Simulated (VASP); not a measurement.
# Si (a cell with a defect) in VASP: a series of runs

The runs below take Si (a cell with a defect) through single point, with PBE.

Everything below comes from runs of VASP 6.6.1. Logs are shortened: lines on timing, memory, paths and dates and some standing lists are left out, and cuts for length are marked.

**1. The cell of the first run**

The cell holds a defect, 31 atoms: a = 9.474 Å, b = 9.474 Å, c = 9.474 Å, α = 109.47°, β = 109.47°, γ = 109.47°.

**2. Single point, PBE (atoms taken out, then relaxed in part)**

File INCAR:

```
PREC = Accurate
ENCUT = 520
EDIFF = 1E-6
ISMEAR = 0
SIGMA = 0.02
LREAL = Auto
LASPH = True
NELM = 80
ALGO = Normal
ISIF = 2
LWAVE = False
LCHARG = False
GGA = PE
NBANDS = 83
```

File KPOINTS:

```
Automatic mesh
0
Gamma
  2 2 2
  0.5 0.5 0.5
```

File POSCAR:

```
Si
1.0
    5.4700937543      5.4700937543     -5.4700937543
   -5.4700937543      5.4700937543      5.4700937543
    5.4700937543     -5.4700937543      5.4700937543
Si
31
Direct
    0.4914324915      0.7414324915      0.9914324915
    0.2500000000      0.7489194798      0.2501207791
    0.0010805202      0.7512012993      0.5010805202
    0.4989194798      1.0001207791      0.7500000000
    0.7501207791      0.7489194798      0.7500000000
    0.2500000000      1.0001207791      0.9989194798
   -0.0012012993     -0.0001207791      0.2498792209
    0.5012012993      0.2510805202      0.5010805202
    0.7498792209     -0.0001207791      0.4987987007
    0.2500000000      0.2585675085      0.7500000000
    0.0010805202      0.2510805202      0.0012012993
    0.4989194798      0.5000000000      0.2501207791
    0.7498792209      0.2487987007      0.2498792209
    0.2500000000      0.5000000000      0.5085675085
    0.0085675085      0.5000000000      0.7500000000
    0.7501207791      0.5000000000     -0.0010805202
    0.0020063225      0.5000000000     -0.0021364678
    0.7500000000      0.5000000000      0.2500000000
    0.2500000000      0.7478635322      0.5020063225
    0.4978635322      0.5000000000      0.5020063225
    0.0020063225      0.7478635322      0.7500000000
    0.7458572097      0.7479936775     -0.0020063225
    0.2500000000      0.0000000000      0.2500000000
    0.4979936775      0.7479936775      0.2458572097
    0.0021364678      0.0041427903      0.5021364678
    0.7500000000      0.0000000000      0.7500000000
    0.2500000000      0.2520063225     -0.0021364678
    0.4979936775     -0.0041427903     -0.0020063225
    0.0021364678      0.2521364678      0.2541427903
    0.7541427903      0.2521364678      0.5021364678
    0.4978635322      0.2520063225      0.7500000000
```

Potentials or basis: VASP PAW PBE potentials, release 64 (Si).

Command:

```
cat potpaw_PBE.64/Si/POTCAR > POTCAR
mpirun -np 1 vasp_std > vasp.out
```

OUTCAR:

```text
PREC = Accurate
   ENCUT = 520
   EDIFF = 1E-6
   ISMEAR = 0
   LREAL = Auto
   LASPH = True
   NELM = 80
   ISIF = 2
   GGA = PE

 ion  position               nearest neighbor table
   1  0.491  0.741  0.991-  22 2.37  24 2.37  28 2.37
   2  0.250  0.749  0.250-  17 2.37  24 2.37  23 2.38  19 2.39
   3  0.001  0.751  0.501-  19 2.37  21 2.37  18 2.38  25 2.39
   4  0.499  0.000  0.750-  19 2.37  28 2.37  26 2.38  31 2.39
   5  0.750  0.749  0.750-  20 2.37  22 2.37  26 2.38  21 2.39
   6  0.250  0.000  0.999-  21 2.37  28 2.37  23 2.38  27 2.39
   7  0.999  1.000  0.250-  25 2.37  29 2.37  23 2.38  22 2.39
   8  0.501  0.251  0.501-  20 2.37  31 2.37  23 2.38  30 2.39
   9  0.750  1.000  0.499-  25 2.37  30 2.37  26 2.38  24 2.39
  10  0.250  0.259  0.750-  25 2.37  27 2.37  31 2.37
  11  0.001  0.251  0.001-  17 2.37  27 2.37  26 2.38  29 2.39
  12  0.499  0.500  0.250-  24 2.37  27 2.37  18 2.38  20 2.39
  13  0.750  0.249  0.250-  29 2.37  30 2.37  18 2.38  28 2.39
  14  0.250  0.500  0.509-  19 2.37  20 2.37  29 2.37
  15  0.009  0.500  0.750-  17 2.37  21 2.37  30 2.37
  16  0.750  0.500  0.999-  22 2.37  31 2.37  18 2.38  17 2.39
  17  0.002  0.500  0.998-   2 2.37  11 2.37  15 2.37  16 2.39
  18  0.750  0.500  0.250-   3 2.38  13 2.38  12 2.38  16 2.38
  19  0.250  0.748  0.502-   3 2.37   4 2.37  14 2.37   2 2.39
  20  0.498  0.500  0.502-   5 2.37   8 2.37  14 2.37  12 2.39
  21  0.002  0.748  0.750-   3 2.37   6 2.37  15 2.37   5 2.39
[... 8 lines left out ...]
  30  0.754  0.252  0.502-   9 2.37  13 2.37  15 2.37   8 2.39
  31  0.498  0.252  0.750-   8 2.37  16 2.37  10 2.37   4 2.39

  LATTYP: Found a body centered cubic cell.
 ALAT       =    10.9401875086

  Lattice vectors:

 A1 = (   5.4700937543,   5.4700937543,  -5.4700937543)
 A2 = (  -5.4700937543,   5.4700937543,   5.4700937543)
 A3 = (   5.4700937543,  -5.4700937543,   5.4700937543)

Analysis of symmetry for initial positions (statically):
=====================================================================
 Subroutine PRICEL returns:
 Original cell was already a primitive cell.

 Routine SETGRP: Setting up the symmetry group for a
 body centered cubic supercell.

 Subroutine GETGRP returns: Found 24 space group operations
 (whereof  4 operations were pure point group operations)
 out of a pool of 48 trial point group operations.

The static configuration has the point symmetry S_4 .
 The point group associated with its full space group is T_d .

Analysis of symmetry for dynamics (positions and initial velocities):
=====================================================================
 Subroutine PRICEL returns:
 Original cell was already a primitive cell.

 Routine SETGRP: Setting up the symmetry group for a
 body centered cubic supercell.

 Subroutine GETGRP returns: Found 24 space group operations
 (whereof  4 operations were pure point group operations)
 out of a pool of 48 trial point group operations.

The dynamic configuration has the point symmetry S_4 .
 The point group associated with its full space group is T_d .

 Subroutine INISYM returns: Found 24 space group operations
 (whereof  4 operations are pure point group operations),
 and found     1 'primitive' translations

----------------------------------------------------------------------------------------

                                     Primitive cell

  volume of cell :     654.7030

  direct lattice vectors                    reciprocal lattice vectors
     5.470093754  5.470093754 -5.470093754     0.091406112  0.091406112  0.000000000
    -5.470093754  5.470093754  5.470093754     0.000000000  0.091406112  0.091406112
     5.470093754 -5.470093754  5.470093754     0.091406112  0.000000000  0.091406112

  length of vectors
     9.474480305  9.474480305  9.474480305     0.129267763  0.129267763  0.129267763

  position of ions in fractional coordinates (direct lattice)
     0.491432491  0.741432491  0.991432491
     0.250000000  0.748919480  0.250120779
     0.001080520  0.751201299  0.501080520
[... 51 lines left out ...]
   IALGO  =     38    algorithm
   IMIX   =      4    mixing-type and parameters
     AMIX     =   0.40;   BMIX     =  1.00
     AMIX_MAG =   1.60;   BMIX_MAG =  1.00
  volume/ion in A,a.u.               =      21.12       142.52
  Fermi-wavevector in a.u.,A,eV,Ry     =   0.940158  1.776640 12.026137  0.883896
  Thomas-Fermi vector in A             =   2.067541
   LORBIT       =      0    0 simple, 1 ext, 2 COOP (PROOUT), +10 PAW based schemes
   GGA     = PE    functional components
   LHFCALC =     F    Hartree Fock is set to
   AEXX    =    0.0000 exact exchange contribution
   IVDW    =     0    specifies the selected vdW correction
   LEPSILON=     F    determine dielectric tensor
   LRPA    =     F    only Hartree local field effects (RPA)
 non-spin polarized calculation
 Gauss-broadening in eV      SIGMA  =   0.02
  energy-cutoff  :      520.00
  volume of cell :      654.70
 maximum number of plane-waves:     17628
 NGX is ok and might be reduce to    70
   NGX = 35   NGY = 35   NGZ = 35

 number of electron     124.0000004 magnetization

 Free energy of the ion-electron system (eV)
  ---------------------------------------------------
  ext. energy  EPLUGINS =         0.00000000
  ---------------------------------------------------
  free energy    TOTEN  =      -164.25958799 eV

  energy without entropy =     -164.24898772  energy(sigma->0) =     -164.25428785

 E-fermi :   5.6112     XC(G=0):  -9.2196

 val. band max:        5.2546231704   @ k =  -0.2500   0.2500   0.2500
 cond. band min:       5.6248513650   @ k =  -0.2500   0.2500   0.2500
 fundamental gap:      0.3702281946
 Fermi energy:         5.6111706271

 k-point     1 :       0.2500    0.2500    0.2500
  band No.  band energies     occupation
      1      -5.6830      2.00000
      2      -5.6830      2.00000
      3      -5.6830      2.00000
      4      -5.4167      2.00000
      5      -3.8406      2.00000
      6      -3.8406      2.00000
[... 66 lines left out ...]
     73       7.0478      0.00000
     74       7.1011      0.00000

 k-point     2 :      -0.2500    0.2500    0.2500
  band No.  band energies     occupation
      1      -6.1381      2.00000
      2      -5.1676      2.00000
      3      -5.1593      2.00000
      4      -5.1593      2.00000
      5      -4.9527      2.00000
      6      -4.3493      2.00000
[... 66 lines left out ...]
     73       7.6521      0.00000
     74       7.7816      0.00000
 [bands above 74 left out]

------------------------ aborting loop because EDIFF is reached ----------------------------------------

  FORCE on cell =-STRESS in cart. coord.  units (eV):
  Direction    XX          YY          ZZ          XY          YZ          ZX
  --------------------------------------------------------------------------------------
  -------------------------------------------------------------------------------------
  Total       -4.7025544     -4.7025544     -4.7025544     -0.0000000      0.0000000      0.0000000
  in kB      -11.5080069    -11.5080069    -11.5080069     -0.0000000      0.0000000      0.0000000
  external PRESSURE =     -11.5080069 kB  Pullay stress =       0.0000000 kB

 VOLUME and BASIS-vectors are now :
 -----------------------------------------------------------------------------
  energy-cutoff  :      520.00
  volume of cell :      654.70
      direct lattice vectors                 reciprocal lattice vectors
     5.470093754  5.470093754 -5.470093754     0.091406112  0.091406112  0.000000000
    -5.470093754  5.470093754  5.470093754     0.000000000  0.091406112  0.091406112
     5.470093754 -5.470093754  5.470093754     0.091406112  0.000000000  0.091406112

 POSITION                                       TOTAL-FORCE (eV/Angst)
 -----------------------------------------------------------------------------------
      4.05571      1.32066      6.79075        -0.005386     -0.005386     -0.005386
     -1.36095      4.09600      4.09732         0.001091     -0.001091      0.007803
     -1.36227      1.37409      6.84419        -0.007803      0.001091      0.001091
      6.83105     -1.37277      1.37409        -0.001091      0.007803      0.001091
      4.10914      4.09732      4.09600         0.001091      0.007803     -0.001091
      6.83105     -4.09600      4.09732        -0.001091      0.001091      0.007803
[... 23 lines left out ...]
      5.49276      2.75771      0.00071        -0.009461     -0.009461     -0.007244
      5.44743     -0.00071      2.75771         0.009461      0.007244     -0.009461
 -----------------------------------------------------------------------------------
    total drift:                               -0.000000      0.000000     -0.000000

  FREE ENERGIE OF THE ION-ELECTRON SYSTEM (eV)
  ---------------------------------------------------
  free  energy   TOTEN  =      -164.2595879932 eV

  energy  without entropy=     -164.2489877155  energy(sigma->0) =     -164.25428785
```

Run time: 4.5 min. Hardware: 1 thread of Intel Xeon 8259CL, shared host; peak memory 0.66 GiB.

Results:

* Free energy: -164.2596 eV
* Pressure: -1.2 GPa
* Largest force: 0.015 eV/Å
* Band gap on the k mesh: zero (bands 62 and 63 overlap by 0.15 eV)

Forces in eV/Å, atoms in the order of the input:
```
Si  -0.005 -0.005 -0.005
Si   0.001 -0.001  0.008
Si  -0.008  0.001  0.001
Si  -0.001  0.008  0.001
Si   0.001  0.008 -0.001
Si  -0.001  0.001  0.008
Si  -0.001 -0.001 -0.008
Si   0.001  0.001 -0.008
Si  -0.001 -0.008 -0.001
Si  -0.005  0.005  0.005
Si   0.001 -0.008  0.001
Si   0.008 -0.001  0.001
Si  -0.008 -0.001 -0.001
Si   0.005 -0.005  0.005
Si   0.005  0.005 -0.005
Si   0.008  0.001 -0.001
Si   0.007 -0.009  0.009
Si   0.000  0.000  0.000
Si  -0.009  0.009  0.007
Si   0.007  0.009 -0.009
Si  -0.009  0.007  0.009
Si   0.009  0.009 -0.007
Si   0.000  0.000  0.000
Si   0.009 -0.007  0.009
Si  -0.007 -0.009 -0.009
Si   0.000  0.000  0.000
Si   0.009 -0.009  0.007
Si  -0.007  0.009  0.009
Si  -0.009 -0.007 -0.009
Si  -0.009 -0.009 -0.007
Si   0.009  0.007 -0.009
```

Caveat: the k points lie up to 0.41 Å⁻¹ apart; the cell differs from its parent crystal (atoms taken out, then relaxed in part).

**3. Single point, PBE (atoms taken out, then relaxed in part)**

File INCAR:

```
SYSTEM = Si
ALGO     = Normal         ! electronic algorithm
EDIFF    = 1E-7           ! SCF threshold, eV
ENCUT    = 520            ! plane-wave cutoff, eV
GGA      = PE             ! functional
ISIF     = 2              ! what is computed and relaxed
ISMEAR   = 0              ! smearing method
LASPH    = .TRUE.         ! aspherical terms in the spheres
LCHARG   = .FALSE.        ! write CHGCAR
LREAL    = Auto         
LWAVE    = .FALSE.        ! write WAVECAR
NBANDS   = 83             ! bands
NELM     = 60             ! most SCF steps
PREC     = Accurate       ! precision mode
SIGMA    = 0.02           ! smearing width, eV
```

KPOINTS is that of step 2.

File POSCAR:

```
Si
1.0
    5.4700937543      5.4700937543     -5.4700937543
   -5.4700937543      5.4700937543      5.4700937543
    5.4700937543     -5.4700937543      5.4700937543
Si
31
Direct
    0.2585675086      0.5085675086      0.7585675086
    0.2521364682      0.7500000000      0.2479936783
    0.0000000000      0.7500000000      0.5000000000
    0.5000000000      0.9979936783      0.7521364682
    0.7479936783      0.7500000000      0.7521364682
    0.2521364682      0.9979936783      1.0000000000
   -0.0041427900     -0.0021364682      0.2478635318
    0.5000000000      0.2500000000      0.5000000000
    0.7478635318     -0.0021364682      0.4958572100
    0.2520063217      0.2541427900      0.7520063217
    0.0000000000      0.2500000000      0.0000000000
    0.5000000000      0.5021364682      0.2479936783
    0.7478635318      0.2458572100      0.2478635318
    0.2520063217      0.5020063217      0.5041427900
    0.0041427900      0.5020063217      0.7520063217
    0.7479936783      0.5021364682      0.0000000000
   -0.0001207775      0.5010805186      0.0000000000
    0.7489194814      0.4987987039      0.2489194814
    0.2510805186      0.7500000000      0.4998792225
    0.5000000000      0.5010805186      0.4998792225
   -0.0001207775      0.7500000000      0.7510805186
    0.7414324914      0.7500000000      0.0000000000
    0.2487987039     -0.0010805186      0.2489194814
    0.5000000000      0.7500000000      0.2414324914
    0.0001207775      0.0012012961      0.5001207775
    0.7489194814     -0.0010805186      0.7487987039
    0.2510805186      0.2498792225      0.0000000000
    0.5000000000     -0.0085675086      0.0000000000
    0.0001207775      0.2501207775      0.2512012961
    0.7512012961      0.2501207775      0.5001207775
    0.5000000000      0.2498792225      0.7510805186
```

Potentials or basis: VASP PAW PBE potentials, release 64 (Si).

Command:

```
cat potpaw_PBE.64/Si/POTCAR > POTCAR
mpirun -np 1 vasp_std > vasp.out
```

It took 5.4 min on 1 thread of Intel Xeon 8259CL, shared host; peak memory 0.66 GiB.

The run converged. Its results:

```yaml
Free_energy: -164.2597 eV
Pressure: -1.2 GPa
Largest_force: 0.016 eV/Å
Band_gap_on_the_k_mesh: zero (bands 62 and 63 overlap by 0.15 eV)
```

Forces in eV/Å, atoms in the order of the input:
```
Si   0.004  0.004  0.004
Si  -0.007 -0.010  0.010
Si   0.000  0.000  0.000
Si  -0.010  0.010 -0.007
Si  -0.007  0.010 -0.010
Si  -0.010 -0.007  0.010
Si   0.010  0.010  0.007
Si   0.000  0.000  0.000
Si   0.010  0.007  0.010
Si   0.007 -0.010 -0.010
Si   0.000  0.000  0.000
Si   0.010 -0.010 -0.007
Si   0.007  0.010  0.010
Si  -0.010  0.007 -0.010
Si  -0.010 -0.010  0.007
Si   0.010 -0.007 -0.010
Si  -0.003 -0.006  0.003
Si   0.006 -0.003 -0.003
Si  -0.006  0.003 -0.003
Si  -0.003  0.003 -0.006
Si  -0.006 -0.003  0.003
Si  -0.004 -0.004  0.004
Si  -0.003 -0.003  0.006
Si  -0.004  0.004 -0.004
Si   0.006  0.003  0.003
Si  -0.003  0.006 -0.003
Si   0.003 -0.006 -0.003
Si   0.004 -0.004 -0.004
Si   0.003  0.006  0.003
Si   0.003  0.003  0.006
Si   0.003 -0.003 -0.006
```

Levels at points of the mesh, in eV from the Fermi level:
```tsv
k point	band 58	band 59	band 60	band 61	band 62	band 63	band 64	band 65
(0.25, 0.25, 0.25)	-1.04	-1.04	-1.03	-1.03	0.16	0.16	0.16	1.27
```

Caveat: the k points lie up to 0.41 Å⁻¹ apart; the cell differs from its parent crystal (atoms taken out, then relaxed in part).

**4. Single point, PBE**

File INCAR:

```
SYSTEM = Si
PREC = Accurate
ENCUT = 520
EDIFF = 1E-7
ISMEAR = 0
SIGMA = 0.02
LREAL = Auto
LASPH = .TRUE.
NELM = 60
ALGO = Normal
ISIF = 2
LWAVE = .FALSE.
LCHARG = .TRUE.
GGA = PE
LELF = .TRUE.
LVHAR = .TRUE.
NBANDS = 83
```

KPOINTS is that of step 3.

File POSCAR:

```
Si
1.0
    5.4700937543      5.4700937543     -5.4700937543
   -5.4700937543      5.4700937543      5.4700937543
    5.4700937543     -5.4700937543      5.4700937543
Si
31
Direct
    0.4914324362      0.7414324474      0.9914324587
    0.2500000112      0.7489194306      0.2501207587
    0.0010805116      0.7512012928      0.5010804427
    0.4989194194      1.0001207010      0.7499999423
    0.7501207812      0.7489194306      0.7500000337
    0.2500000112      1.0001207924      0.9989194419
   -0.0012013505     -0.0001208389      0.2498791723
    0.5012013730      0.2510805229      0.5010805341
    0.7498791948     -0.0001208389      0.4987986719
    0.2500000112      0.2585675061      0.7499999423
    0.0010805116      0.2510805229      0.0012013505
    0.4989195108      0.5000000225      0.2501208501
    0.7498791948      0.2487986607      0.2498791723
    0.2500000112      0.4999999311      0.5085675173
    0.0085675862      0.5000000225      0.7500000337
    0.7501207812      0.4999999311     -0.0010805116
    0.0020062727      0.4999999311     -0.0021365265
    0.7500000337      0.5000000225      0.2500000112
    0.2499999198      0.7478635072      0.5020062952
    0.4978634960      0.4999999311      0.5020062952
    0.0020062727      0.7478635072      0.7499999423
    0.7458572345      0.7479936695     -0.0020062727
    0.2500000112      0.0000000000      0.2500000112
    0.4979937497      0.7479936695      0.2458572120
    0.0021365265      0.0041427992      0.5021364575
    0.7500000337      0.0000000000      0.7500000337
    0.2500000112      0.2520062840     -0.0021364350
    0.4979936583     -0.0041427992     -0.0020062727
    0.0021364350      0.2521364463      0.2541427190
    0.7541427415      0.2521364463      0.5021364575
    0.4978634960      0.2520062840      0.7499999423
```

Command:

```
cat potpaw_PBE.64/Si/POTCAR > POTCAR
mpirun -np 1 vasp_std > vasp.out
```

Run time: 6.2 min. Hardware: 1 thread of Intel Xeon 8259CL, shared host; peak memory 0.66 GiB.

It converged, with:

* Free energy: -164.2596 eV
* Pressure: -1.2 GPa
* Largest force: 0.015 eV/Å
* Band gap on the k mesh: zero (bands 62 and 63 overlap by 0.15 eV)

Forces in eV/Å, atoms in the order of the input:
```
Si  -0.005 -0.005 -0.005
Si   0.001 -0.001  0.008
Si  -0.008  0.001  0.001
Si  -0.001  0.008  0.001
Si   0.001  0.008 -0.001
Si  -0.001  0.001  0.008
Si  -0.001 -0.001 -0.008
Si   0.001  0.001 -0.008
Si  -0.001 -0.008 -0.001
Si  -0.005  0.005  0.005
Si   0.001 -0.008  0.001
Si   0.008 -0.001  0.001
Si  -0.008 -0.001 -0.001
Si   0.005 -0.005  0.005
Si   0.005  0.005 -0.005
Si   0.008  0.001 -0.001
Si   0.007 -0.009  0.009
Si   0.000  0.000  0.000
Si  -0.009  0.009  0.007
Si   0.007  0.009 -0.009
Si  -0.009  0.007  0.009
Si   0.009  0.009 -0.007
Si   0.000  0.000  0.000
Si   0.009 -0.007  0.009
Si  -0.007 -0.009 -0.009
Si   0.000  0.000  0.000
Si   0.009 -0.009  0.007
Si  -0.007  0.009  0.009
Si  -0.009 -0.007 -0.009
Si  -0.009 -0.009 -0.007
Si   0.009  0.007 -0.009
```

Levels at points of the mesh, in eV from the Fermi level:
```csv
k point,band 59,band 60,band 61,band 62,band 63,band 64
"(0.25, 0.25, 0.25)",-1.04,-1.03,-1.03,0.16,0.16,0.16
```

Caveat: the k points lie up to 0.41 Å⁻¹ apart.

The gap in the log of VASP goes by the Fermi energy; the results here count the filled bands.